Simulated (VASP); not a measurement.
B3As2:

```xyz
5
Lattice="4.5690 0.0000 0.0000 -2.2845 3.9568 0.0000 0.0000 0.0000 4.2873" Properties=species:S:1:pos:R:3 pbc="T T T"
B     0.0000    0.0000    0.7336
B     0.0000    0.0000    3.5537
B     0.0000    0.0000    2.1436
As    0.0000    2.6379    0.0000
As    2.2845    1.3189    0.0000
```

* Program: VASP 6.6.1
* Task: relaxation of cell and atoms
* Functional: PBE
* Potentials or basis: VASP PAW PBE potentials, release 64 (B, As)
* Cutoff: 600 eV
* k mesh: 6 × 6 × 4
* Occupations: gaussian, width 0.1 eV
* Spin: no spin polarisation

At the start: pressure 15.8 GPa; volume 15.50 Å³/atom.

**Question.** Where does the relaxation end?

**Answer.** Over 11 steps the energy falls by 215.4 meV/atom and the volume is 16.91 Å³/atom (+9.1 %); space group P6/mmm (No. 191, to 0.05 Å).

Step by step:
```tsv
step	energy change (eV)	largest force (eV/Å)	pressure (GPa)	volume (Å³)
1	0.0000	1.8563	15.79	77.51
2	0.3270	4.0816	-8.56	94.60
3	-0.9395	3.3130	0.81	84.64
4	-0.9429	3.2228	1.28	84.33
5	-0.5668	3.4716	-4.54	89.08
6	-1.0698	0.0080	-1.42	85.73
7	-1.0712	0.1989	-1.23	85.61
8	-1.0713	0.2696	-1.17	85.57
9	-1.0739	0.1921	0.46	84.27
10	-1.0763	0.0027	-0.22	84.79
11	-1.0768	0.0057	-0.07	84.55
```

Final structure:
```
B As
1.0
     4.55010    0.00000    0.00000
    -2.27505    3.94051    0.00000
     0.00000    0.00000    4.71590
B As
3 2
Direct
  0.00000 0.00000 0.16909
  0.00000 0.00000 0.83091
  0.00000 0.00000 0.50000
  0.33333 0.66667 0.00000
  0.66667 0.33333 0.00000
```

Caveat: the k points lie up to 0.33 Å⁻¹ apart in the final cell.
